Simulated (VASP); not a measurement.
Set up this calculation in VASP 6.6.1, as the native input.

```yaml
Task: single point
Functional: PBEsol
Potentials_or_basis: VASP PAW PBE potentials, release 64 (Ca_sv, Se)
Cutoff: 520 eV
k_mesh: 8 × 8 × 8
Occupations: gaussian, width 0.01 eV
Spin: no spin polarisation
Dipole_correction: no
Further_INCAR_settings: ALGO = Normal; EDIFF = 1e-06; NBANDS = 15
```

The structure of CaSe lies in POSCAR:

```
CaSe
1.0
    2.9637950892      2.9637950892      0.0000000000
   -2.9637950892      2.9637950892      0.0000000000
    0.0000000000      2.9637950892      2.9168438799
Ca Se
1 1
Direct
    0.0000000000      0.0000000000      0.0000000000
    0.5000000000      0.5000000000      0.0000000000
```

This cell differs from its parent crystal: in-plane strain +0.01.

The input as run:

INCAR

```
SYSTEM = CaSe
  PREC = Accurate
  ENCUT = 520
  EDIFF = 1E-6
  ISMEAR = 0
  SIGMA = 0.01
  LREAL = .False.
  LASPH = .True.
  NELM = 100
  ALGO = Normal
  ISIF = 2
  LWAVE = .False.
  LCHARG = .False.
  GGA = PS
  NBANDS = 15
```

KPOINTS

```
regular mesh
0
Gamma
  8 8 8
  0 0 0
```

Potentials or basis: VASP PAW PBE potentials, release 64 (Ca_sv, Se).

Launch:

```bash
$ cat potpaw_PBE.64/Ca_sv/POTCAR potpaw_PBE.64/Se/POTCAR > POTCAR
$ mpirun -np 1 vasp_std > vasp.out
```

It gave:

```
Pressure               : -0.5 GPa
Band gap on the k mesh : 1.89 eV, indirect (least direct gap 2.83 eV)
```

Caveat: the cell differs from its parent crystal (in-plane strain +0.01); the PAW data sets were made with another functional, which shifts forces and pressure a little.

Run time: 30 s on 1 thread of Intel Xeon 6975P-C, on a shared host, peak memory 0.2 GiB.
